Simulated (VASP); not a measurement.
**Si2Mo: single point with PBE+D3(BJ)**

Si2Mo:

```
CELL_PARAMETERS angstrom
-1.62106 1.62106 3.98222
1.62106 -1.62106 3.98222
1.62106 1.62106 -3.98222
ATOMIC_POSITIONS crystal
Mo 0.00000 0.00000 0.00000
Si 0.66700 0.66700 0.00000
Si 0.33300 0.33300 0.00000
```

```json
{
  "Program": "VASP 6.6.1",
  "Task": "single point",
  "Functional": "PBE",
  "Dispersion": "D3(BJ)",
  "Potentials or basis": "VASP PAW PBE potentials, release 64 (Mo_sv, Si)",
  "Cutoff": "520 eV",
  "k mesh": "12 × 12 × 12",
  "Occupations": "fermi-dirac, width 0.05 eV",
  "Spin": "no spin polarisation",
  "Dipole correction": "no",
  "Further INCAR settings": "ALGO = Normal; EDIFF = 1e-06; NBANDS = 18"
}
```

- Pressure: -12.0 GPa
- Largest force: 0.335 eV/Å
- Band gap on the k mesh: zero (bands 11 and 12 overlap by 1.01 eV)
- Dispersion energy per atom: -0.553 eV

Forces on the atoms (eV/Å):
```
Mo   0.000  0.000  0.000
Si   0.000  0.000 -0.335
Si   0.000  0.000  0.335
```

Stress tensor (GPa, compression positive):
```
-11.28   0.00   0.00
  0.00 -11.28   0.00
  0.00   0.00 -13.52
```

Levels at points of the mesh, in eV from the Fermi level:
```
           k point  band 8  band 9  band 10  band 11  band 12  band 13  band 14  band 15
(0.00, 0.00, 0.00)   -2.84   -2.55    -2.55     0.39     2.83     3.24     3.52     3.52
(0.50, 0.00, 0.00)   -4.36   -2.49    -2.40    -0.48     2.13     2.94     3.72     4.13
(0.50, 0.50, 0.00)   -5.30   -4.35    -2.91    -1.13     2.18     2.53     2.85     3.11
(0.50, 0.50, 0.50)   -2.18   -0.56    -0.56    -0.53    -0.53     0.51     4.45     4.70
```

Wall time 2.1 min on 1 thread of AMD EPYC 9R45 96-Core Processor (Zen 5), on a shared host, peak memory 0.25 GiB.

Caveat: the cell stands under tension.
